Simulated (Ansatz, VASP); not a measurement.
**One calculation of Ti, two programs**

INCAR

```
PREC = Accurate ; ENCUT = 520
EDIFF = 1E-7 ; ISMEAR = 0
SIGMA = 0.15 ; LREAL = False
LASPH = True ; NELM = 100
ALGO = Normal ; ISIF = 2
LWAVE = False ; LCHARG = False
GGA = CA ; NBANDS = 12
```

File KPOINTS:

```
Automatic mesh
0
Gamma
  20 20 20
```

Contents of POSCAR:

```
Ti
1.0
   -1.5917700000      1.5917700000      1.6410000000
    1.5917700000     -1.5917700000      1.6410000000
    1.5917700000      1.5917700000     -1.6410000000
Ti
1
Direct
    0.0000000000      0.0000000000      0.0000000000
```

Input for Ansatz:

```yaml
crystal:
  lattice:
    - [-1.59177, 1.59177, 1.641]
    - [1.59177, -1.59177, 1.641]
    - [1.59177, 1.59177, -1.641]
  atoms:
    - { symbol: Ti, position: [0.0, 0.0, 0.0] }
basis:
  ecutwfc: 420
kpoints:
  mp_grid: { grid: [20, 20, 20] }
hamiltonian:
  xc: lda
scf:
  occupations: { method: gaussian, width: 0.15 }
output:
  forces: true
  stress: true
  eigenvalues: true
```

Change from the starting cell: strain -0.0300 x Voigt [1, 1, 0, 0, 0, 0], atoms carried along.

Alike in both runs: task single point; functional LDA; k mesh 20 × 20 × 20; occupations gaussian, width 0.15 eV; no spin polarisation.

```csv
,VASP,Ansatz
version,VASP 6.6.1,Ansatz 0.2.0
potentials or method,"VASP PAW LDA potentials, release 64 (Ti_sv), cutoff 520 eV","scalar-relativistic, plane waves, PAW"
valence electrons in the cell,12,12
```

```csv
,VASP,Ansatz,Ansatz less VASP
gap on the k mesh at the Fermi level (eV),none,none,-
pressure (GPa),-5.3,-5.2,+0.10
"traceless stress, the component that is largest in VASP (GPa)",0.32,0.33,+0.006
```

LDA's correlation is that of Perdew and Zunger in VASP and of Perdew and Wang (1992) in Ansatz. A gap of «none» marks a metal or a gap that the smearing closes.
